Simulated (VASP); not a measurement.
## NaF (Villiaumite): single point with r2SCAN

Crystal: NaF (Villiaumite).

```
Na F
1.0
     0.00000    2.35053    2.35053
     2.35053    0.00000    2.35053
     2.35053    2.35053    0.00000
Na F
1 1
Cartesian
  0.0000 0.0000 0.0000
  2.3505 2.3505 2.3505
```

- Program: VASP 6.6.1
- Task: single point
- Functional: r2SCAN
- Potentials or basis: VASP PAW PBE potentials, release 64 (Na_pv, F)
- Cutoff: 520 eV
- k mesh: 10 × 10 × 10
- Occupations: fermi-dirac, width 0.05 eV
- Spin: no spin polarisation

The pressure is -3.7 GPa and the band gap on the k mesh is 6.93 eV, direct.

Levels at points of the mesh, in eV from the valence-band top:
```tsv
k point	band 5	band 6	band 7	band 8	band 9	band 10
(0.00, 0.00, 0.00)	0.00	0.00	0.00	6.93	19.47	19.47
(0.50, 0.00, 0.00)	-1.46	-0.24	-0.24	11.35	13.04	20.93
(0.50, 0.50, 0.00)	-1.20	-0.38	-0.38	13.69	13.76	14.41
```

Wall time 110 s on 1 thread of Intel(R) Xeon(R) Platinum 8375C CPU @ 2.90GHz (Ice Lake), with other jobs on the host, peak memory 0.16 GiB.

Caveat: the PAW data sets were made with another functional, which shifts forces and pressure a little. A k mesh can miss the band edges.
